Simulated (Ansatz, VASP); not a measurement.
**KCl in VASP and in Ansatz**

```xyz
2
Lattice="-0.0117 3.4956 3.4956 3.4956 -0.0117 3.4956 3.4956 3.4956 -0.0117" Properties=species:S:1:pos:R:3 pbc="T T T"
K    -0.0015   -0.0015   -0.0015
Cl    1.7464    1.7464    1.7464
```

Change from the starting cell: shear_111 strain -0.5%.

Alike in both runs: task single point; functional HSE06; k mesh 4 × 4 × 4; no spin polarisation.

```csv
,VASP,Ansatz
version,VASP 6.6.1,Ansatz 0.2.0
potentials or method,"VASP PAW PBE potentials, release 64 (K_sv, Cl)","plane waves, PAW"
plane-wave cutoff (eV),520,420
occupations,"gaussian, width 0.01 eV",fixed
valence electrons in the cell,16,16
```

|  | VASP | Ansatz | Ansatz less VASP |
| --- | --- | --- | --- |
| gap on the k mesh at the Fermi level (eV) | 6.03 | 6.03 | +0.001 |
| pressure (GPa) | 0.2 | 0.2 | -0.02 |
| rms of the force components (eV/Å) | 0.004 | 0.004 | -0.0001 |

Atom by atom the forces differ by 0.000 eV/Å (rms over components). Ansatz's warnings: stress exchange threshold loose, stress scf threshold loose.
